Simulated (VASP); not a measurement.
# Ba (P6_3/mmc) in VASP: notebook, part 2 of 2

VASP 6.6.1.

## 3. Single point, PBE (Ca replaced by Ba, lengths x 1.133, strained)

INCAR reads:

```
SYSTEM = Ba
PREC = Accurate ; ENCUT = 520
EDIFF = 1E-6 ; ISMEAR = 0
SIGMA = 0.1 ; LREAL = .False.
LASPH = .True. ; NELM = 80
ALGO = Fast ; ISIF = 2
LWAVE = .False. ; LCHARG = .True.
GGA = PE ; LELF = .True.
LVHAR = .True. ; NBANDS = 28
```

KPOINTS reads:

```
regular mesh
0
Gamma
  12 12 4
  0 0 0
```

POSCAR reads:

```
Ba
1.0
    4.6643343110      0.0000000000      0.0000000000
   -2.3321671554      4.0394320050      0.0000000000
    0.0000000000      0.0000000000     15.1677703586
Ba
4
Direct
    0.0000000000      0.0000000000      0.0000000000
    0.3333333300      0.6666666700      0.2500000000
    0.0000000000      0.0000000000      0.5000000000
    0.6666666700      0.3333333300      0.7500000000
```

Potentials or basis: VASP PAW PBE potentials, release 64 (Ba_sv).

The run is started by

```console
$ cat potpaw_PBE.64/Ba_sv/POTCAR > POTCAR
$ mpirun -np 1 vasp_std > vasp.out
```

OUTCAR:

```text
SYSTEM = Ba
   PREC = Accurate
   ENCUT = 520
   EDIFF = 1E-6
   ISMEAR = 0
   LREAL = .False.
   LASPH = .True.
   NELM = 80
   ISIF = 2
   GGA = PE

 ion  position               nearest neighbor table
   1  0.000  0.000  0.000-   2 4.65   4 4.65   2 4.65   4 4.65   4 4.65   2 4.65
   2  0.333  0.667  0.250-   1 4.65   3 4.65   1 4.65   3 4.65   1 4.65   3 4.65
   3  0.000  0.000  0.500-   2 4.65   4 4.65   2 4.65   4 4.65   4 4.65   2 4.65
   4  0.667  0.333  0.750-   1 4.65   3 4.65   1 4.65   3 4.65   1 4.65   3 4.65

  LATTYP: Found a hexagonal cell.
 ALAT       =     4.6643343110
 C/A-ratio  =     3.2518617550

  Lattice vectors:

 A1 = (   4.6643343110,   0.0000000000,   0.0000000000)
 A2 = (  -2.3321671554,   4.0394320050,   0.0000000000)
 A3 = (   0.0000000000,   0.0000000000,  15.1677703586)

Analysis of symmetry for initial positions (statically):
=====================================================================
 Subroutine PRICEL returns:
 Original cell was already a primitive cell.

 Routine SETGRP: Setting up the symmetry group for a
 hexagonal supercell.

 Subroutine GETGRP returns: Found 24 space group operations
[... 173 lines left out ...]
 E-fermi :   1.3214     XC(G=0):  -7.0196

 val. band max:        1.3203336134   @ k =   0.5000  -0.0000   0.2500
 cond. band min:       1.3217525532   @ k =   0.3333   0.3333   0.5000
 fundamental gap:      0.0014189398
 Fermi energy:         1.3213786570

 k-point     1 :       0.0000    0.0000    0.0000
  band No.  band energies     occupation
      1     -27.8429      2.00000
      2     -27.8316      2.00000
      3     -27.8313      2.00000
      4     -27.8199      2.00000
      5     -13.1541      2.00000
      6     -13.0070      2.00000
[... 733 lines left out ...]
     27       2.6622      0.00000
     28       2.8163      0.00000

 [... further k-points ...]

------------------------ aborting loop because EDIFF is reached ----------------------------------------

  FORCE on cell =-STRESS in cart. coord.  units (eV):
  Direction    XX          YY          ZZ          XY          YZ          ZX
  --------------------------------------------------------------------------------------
  -------------------------------------------------------------------------------------
  Total       -1.3827571     -1.3827571     -1.2332961     -0.0000000     -0.0000000     -0.0000000
  in kB       -7.7521965     -7.7521965     -6.9142681     -0.0000000     -0.0000000     -0.0000000
  external PRESSURE =      -7.4728870 kB  Pullay stress =       0.0000000 kB

 VOLUME and BASIS-vectors are now :
 -----------------------------------------------------------------------------
  energy-cutoff  :      520.00
  volume of cell :      285.78
      direct lattice vectors                 reciprocal lattice vectors
     4.664334311  0.000000000  0.000000000     0.214392866  0.123779779  0.000000000
    -2.332167155  4.039432005  0.000000000     0.000000000  0.247559558  0.000000000
     0.000000000  0.000000000 15.167770359     0.000000000  0.000000000  0.065929268

 POSITION                                       TOTAL-FORCE (eV/Angst)
 -----------------------------------------------------------------------------------
      0.00000      0.00000      0.00000         0.000000      0.000000     -0.000000
     -0.00000      2.69295      3.79194        -0.000000      0.000000      0.000000
      0.00000      0.00000      7.58389         0.000000      0.000000     -0.000000
      2.33217      1.34648     11.37583         0.000000     -0.000000     -0.000000
 -----------------------------------------------------------------------------------
    total drift:                               -0.000000      0.000000     -0.000000

  FREE ENERGIE OF THE ION-ELECTRON SYSTEM (eV)
  ---------------------------------------------------
  free  energy   TOTEN  =        -7.5093849170 eV

  energy  without entropy=       -7.4737799283  energy(sigma->0) =       -7.49158242
```

OSZICAR:

```text
N       E                     dE             d eps       ncg     rms          rms(c)
DAV:   1     0.327984677676E+03    0.32798E+03   -0.15660E+04  3192   0.115E+03
DAV:   2     0.198365273777E+02   -0.30815E+03   -0.30331E+03  4656   0.226E+02
DAV:   3    -0.661033989717E+01   -0.26447E+02   -0.26107E+02  4544   0.697E+01
DAV:   4    -0.749117375187E+01   -0.88083E+00   -0.87549E+00  4812   0.105E+01
DAV:   5    -0.750707115257E+01   -0.15897E-01   -0.15853E-01  4352   0.150E+00    0.285E+00
RMM:   6    -0.750716384604E+01   -0.92693E-04   -0.11832E-02  3670   0.817E-01    0.172E+00
RMM:   7    -0.750871961017E+01   -0.15558E-02   -0.27501E-02  3748   0.149E+00    0.831E-02
RMM:   8    -0.750923238471E+01   -0.51277E-03   -0.34247E-03  4739   0.289E-01    0.423E-02
RMM:   9    -0.750935547376E+01   -0.12309E-03   -0.77174E-04  5128   0.875E-02    0.239E-02
RMM:  10    -0.750937816621E+01   -0.22692E-04   -0.12525E-04  4922   0.372E-02    0.103E-02
RMM:  11    -0.750938264517E+01   -0.44790E-05   -0.42427E-05  4839   0.191E-02    0.346E-03
RMM:  12    -0.750938450455E+01   -0.18594E-05   -0.12526E-05  3910   0.119E-02    0.927E-04
RMM:  13    -0.750938491701E+01   -0.41246E-06   -0.54993E-06  3583   0.642E-03
   1 F= -.75093849E+01 E0= -.74915824E+01  d E =-.356050E-01
```

stdout:

```text
POSCAR found type information on POSCAR Ba
 POSCAR found :  1 types and       4 ions
 scaLAPACK will be used
 LDA part: xc-table for (Slater+PW92), standard interpolation
 POSCAR, INCAR and KPOINTS ok, starting setup
 FFT: planning ... GRIDC
 FFT: planning ... GRID_SOFT
 FFT: planning ... GRID
 WAVECAR not read
 entering main loop
WARNING in EDDRMM: call to ZHEGV failed, returncode =   6  3     21
WARNING in EDDRMM: call to ZHEGV failed, returncode =   6  3     21
WARNING in EDDRMM: call to ZHEGV failed, returncode =   6  3     19
```

Wall time 4.6 min (1 thread of Intel Xeon 6975P-C (Granite Rapids), shared host); peak memory 0.6 GiB.

Results:

```yaml
Free_energy: -7.5094 eV
Pressure: -0.7 GPa
Band_gap_on_the_k_mesh: zero (bands 20 and 21 overlap by 0.06 eV)
```

Caveat: the cell differs from its parent crystal (Ca replaced by Ba, lengths x 1.133, strained); spin-orbit coupling is left out, which moves the levels of the heavy elements.

## 4. Single point, PBE (Ca replaced by Ba, lengths x 1.133, strained)

INCAR reads:

```
SYSTEM = Ba
PREC = Accurate
ENCUT = 520
EDIFF = 1E-6
ISMEAR = 0
SIGMA = 0.1
LREAL = .FALSE.
LASPH = .TRUE.
NELM = 100
ALGO = Normal
ISIF = 2
LWAVE = .FALSE.
LCHARG = .FALSE.
GGA = PE
NBANDS = 28
```

KPOINTS reads:

```
Automatic mesh
0
G
  12 12 4
  0 0 0
```

POSCAR reads:

```
Ba
1.0
    4.6129059316      0.0000000000      0.0000000000
   -2.3064529657      3.9948937220      0.0000000000
    0.0000000000      0.0000000000     15.0005323784
Ba
4
Direct
    0.0000000000      0.0000000000      0.0000000000
    0.3333333300      0.6666666700      0.2500000000
    0.0000000000      0.0000000000      0.5000000000
    0.6666666700      0.3333333300      0.7500000000
```

Potentials or basis: VASP PAW PBE potentials, release 64 (Ba_sv).

The run is started by

```console
$ cat potpaw_PBE.64/Ba_sv/POTCAR > POTCAR
$ mpirun -np 1 vasp_std > vasp.out
```

OUTCAR:

```text
SYSTEM = Ba
   PREC = Accurate
   ENCUT = 520
   EDIFF = 1E-6
   ISMEAR = 0
   LREAL = .FALSE.
   LASPH = .TRUE.
   NELM = 100
   ISIF = 2
   GGA = PE

 ion  position               nearest neighbor table
   1  0.000  0.000  0.000-   2 4.60   4 4.60   2 4.60   4 4.60   4 4.60   2 4.60
   2  0.333  0.667  0.250-   1 4.60   3 4.60   1 4.60   3 4.60   1 4.60   3 4.60
   3  0.000  0.000  0.500-   2 4.60   4 4.60   2 4.60   4 4.60   4 4.60   2 4.60
   4  0.667  0.333  0.750-   1 4.60   3 4.60   1 4.60   3 4.60   1 4.60   3 4.60

  LATTYP: Found a hexagonal cell.
[... 947 lines left out ...]
  --------------------------------------------------------------------------------------
  -------------------------------------------------------------------------------------
  Total       -0.9681140     -0.9681140     -0.8228310     -0.0000000      0.0000000      0.0000000
  in kB       -5.6111330     -5.6111330     -4.7690815     -0.0000000      0.0000000      0.0000000
  external PRESSURE =      -5.3304492 kB  Pullay stress =       0.0000000 kB

 VOLUME and BASIS-vectors are now :
 -----------------------------------------------------------------------------
  energy-cutoff  :      520.00
  volume of cell :      276.43
      direct lattice vectors                 reciprocal lattice vectors
     4.612905932  0.000000000  0.000000000     0.216783090  0.125159775  0.000000000
    -2.306452966  3.994893722  0.000000000     0.000000000  0.250319550  0.000000000
     0.000000000  0.000000000 15.000532378     0.000000000  0.000000000  0.066664301

 POSITION                                       TOTAL-FORCE (eV/Angst)
 -----------------------------------------------------------------------------------
      0.00000      0.00000      0.00000        -0.000000     -0.000000      0.000000
     -0.00000      2.66326      3.75013         0.000000      0.000000     -0.000000
      0.00000      0.00000      7.50027         0.000000     -0.000000      0.000000
      2.30645      1.33163     11.25040        -0.000000     -0.000000     -0.000000
 -----------------------------------------------------------------------------------
    total drift:                               -0.000000      0.000000     -0.000000

  FREE ENERGIE OF THE ION-ELECTRON SYSTEM (eV)
  ---------------------------------------------------
  free  energy   TOTEN  =        -7.5467062474 eV

  energy  without entropy=       -7.5115605585  energy(sigma->0) =       -7.52913340
```

OSZICAR:

```text
N       E                     dE             d eps       ncg     rms          rms(c)
DAV:   1     0.328367787920E+03    0.32837E+03   -0.15893E+04  3192   0.116E+03
DAV:   2     0.196519705578E+02   -0.30872E+03   -0.30347E+03  4740   0.228E+02
DAV:   3    -0.669249048752E+01   -0.26344E+02   -0.25906E+02  4620   0.695E+01
DAV:   4    -0.753348312753E+01   -0.84099E+00   -0.83686E+00  4792   0.102E+01
DAV:   5    -0.754784708794E+01   -0.14364E-01   -0.14340E-01  4356   0.143E+00    0.294E+00
DAV:   6    -0.754619232990E+01    0.16548E-02   -0.14163E-02  4336   0.819E-01    0.175E+00
DAV:   7    -0.754635536332E+01   -0.16303E-03   -0.20831E-02  3736   0.128E+00    0.870E-02
DAV:   8    -0.754662195556E+01   -0.26659E-03   -0.80284E-04  4840   0.127E-01    0.489E-02
DAV:   9    -0.754669763074E+01   -0.75675E-04   -0.73430E-05  3852   0.407E-02    0.131E-02
DAV:  10    -0.754670516522E+01   -0.75345E-05   -0.13103E-05  4260   0.225E-02    0.485E-03
DAV:  11    -0.754670641353E+01   -0.12483E-05   -0.16811E-06  2472   0.781E-03    0.128E-03
DAV:  12    -0.754670624736E+01    0.16617E-06   -0.30002E-07  2336   0.269E-03
   1 F= -.75467062E+01 E0= -.75291334E+01  d E =-.351457E-01
```

stdout:

```text
POSCAR found type information on POSCAR Ba
 POSCAR found :  1 types and       4 ions
 scaLAPACK will be used
 LDA part: xc-table for (Slater+PW92), standard interpolation
 POSCAR, INCAR and KPOINTS ok, starting setup
 FFT: planning ... GRIDC
 FFT: planning ... GRID_SOFT
 FFT: planning ... GRID
 WAVECAR not read
 entering main loop
```

Run time: 7.2 min. Hardware: 1 thread of Intel Xeon 8259CL, shared host; peak memory 0.59 GiB.

Results:

```yaml
Free_energy: -7.5467 eV
Pressure: -0.5 GPa
Band_gap_on_the_k_mesh: zero (bands 20 and 21 overlap by 0.07 eV)
```

Caveat: the cell differs from its parent crystal (Ca replaced by Ba, lengths x 1.133, strained); spin-orbit coupling is left out, which moves the levels of the heavy elements.

## 5. Overview

| cell | k mesh | gap on the mesh (eV) | pressure (GPa) |
| --- | --- | --- | --- |
| a = 4.664, b = 4.664, c = 15.168 Å, angles 90.0, 90.0, 120.0°, 4 atoms | 6 × 6 × 2 | none | -0.7 |
| a = 4.664, b = 4.664, c = 15.168 Å, angles 90.0, 90.0, 120.0°, 4 atoms | 12 × 12 × 4 | none | -0.7 |
| a = 4.613, b = 4.613, c = 15.001 Å, angles 90.0, 90.0, 120.0°, 4 atoms | 12 × 12 × 4 | none | -0.5 |

Alike in all rows: task single point; level PBE; potentials or basis VASP PAW PBE potentials, release 64 (Ba_sv); no spin polarisation; cutoff (eV) 520; smearing gaussian 0.1 eV.

Caveats: spin-orbit coupling is left out, which moves the levels of the heavy elements.

Total energies depend on the potentials used, so only differences within one code and one set of settings carry meaning.
